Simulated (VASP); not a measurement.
The system is Ni.

```xyz
2
Lattice="1.5372 -2.6624 0.0000 1.5372 2.6624 0.0000 0.0000 0.0000 5.0527" Properties=species:S:1:pos:R:3 pbc="T T T"
Ni    1.5372   -1.7755    1.2632
Ni    1.5372    1.7755    3.7895
```

This isn't the form of Ni at room conditions, which is fcc.

| Quantity | Value |
| --- | --- |
| Program | VASP 6.6.1 |
| Task | relaxation of cell and atoms |
| Functional | PBE |
| Potentials or basis | VASP PAW PBE potentials, release 64 (Ni) |
| Cutoff | 600 eV |
| k mesh | 9 × 9 × 4 |
| Occupations | gaussian, width 0.1 eV |
| Spin | collinear spin, ferromagnetic start |
| Starting moments | [0.9, 0.9] μB |

At the start: pressure -25.2 GPa; volume 20.68 Å³/atom.

Question: How do energy, volume and symmetry change on relaxing?

Answer: Over 8 steps the energy falls by 1468.3 meV/atom and the volume is 10.92 Å³/atom (-47.2 %); space group P6_3/mmc (No. 194, to 0.1 Å) before and after; moment 1.22 μB per cell.

The path:
| step | energy change (eV) | largest force (eV/Å) | pressure (GPa) | volume (Å³) |
| --- | --- | --- | --- | --- |
| 1 | 0.0000 | 0.0001 | -25.23 | 41.36 |
| 2 | -2.7476 | 0.0014 | -17.86 | 24.77 |
| 3 | -2.9361 | 0.0021 | -0.20 | 21.84 |
| 4 | -2.9338 | 0.0022 | 2.80 | 21.53 |
| 5 | -2.9340 | 0.0012 | -2.89 | 22.15 |
| 6 | -2.9367 | 0.0017 | -0.05 | 21.84 |
| 7 | -2.9367 | 0.0017 | -0.35 | 21.85 |
| 8 | -2.9367 | 0.0017 | -0.30 | 21.84 |

Final structure:
```
Ni
1.0
     1.24152   -2.15034    0.00000
     1.24152    2.15034    0.00000
     0.00000    0.00000    4.09122
Ni
2
Direct
  0.83343 0.16657 0.25000
  0.16657 0.83343 0.75000
```

Caveat: the volume moved by over 15 % at a fixed basis, so the end points are rough.
